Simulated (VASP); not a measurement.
A run of VASP 6.6.1:

INCAR

```
ALGO     = Normal         # electronic algorithm
EDIFF    = 1E-7           # SCF threshold, eV
ENCUT    = 520            # plane-wave cutoff, eV
GGA      = PS             # functional
ISIF     = 2              # what is computed and relaxed
ISMEAR   = -1             # smearing method
LASPH    = True           # aspherical terms in the spheres
LCHARG   = False          # write CHGCAR
LREAL    = False          # projectors in reciprocal space
LWAVE    = False          # write WAVECAR
NBANDS   = 46             # bands
NELM     = 80             # most SCF steps
PREC     = Accurate       # precision mode
SIGMA    = 0.05           # smearing width, eV
```

Contents of KPOINTS:

```
k-points
0
Gamma
  7 7 7
```

POSCAR

```
GaCuSe2
1.0
   -2.8095500000      2.8095500000      5.5130000000
    2.8095500000     -2.8095500000      5.5130000000
    2.8095500000      2.8095500000     -5.5130000000
Se Ga Cu
4 2 2
Direct
    0.1256200000      0.6250000000      0.0006200000
    0.8750000000      0.8743800000      0.4993800000
    0.6243800000      0.1250000000      0.9993800000
    0.3750000000      0.3756200000      0.5006200000
    0.2500000000      0.7500000000      0.5000000000
    0.5000000000      0.5000000000      0.0000000000
    0.7500000000      0.2500000000      0.5000000000
    0.0000000000      0.0000000000      0.0000000000
```

Potentials or basis: VASP PAW PBE potentials, release 64 (Se, Ga_d, Cu).

Run with:

```bash
$ cat potpaw_PBE.64/Se/POTCAR potpaw_PBE.64/Ga_d/POTCAR potpaw_PBE.64/Cu/POTCAR > POTCAR
$ mpirun -np 1 vasp_std > vasp.out
```

Hardware: 1 thread of Oxide Virtual Turin-like Processor, with other jobs on the host.

Estimate the wall time of this run.

It took 21 min on 1 thread of Oxide Virtual Turin-like Processor (shared host), peak memory 0.54 GiB. Counts: scf iterations 16, k points 40.
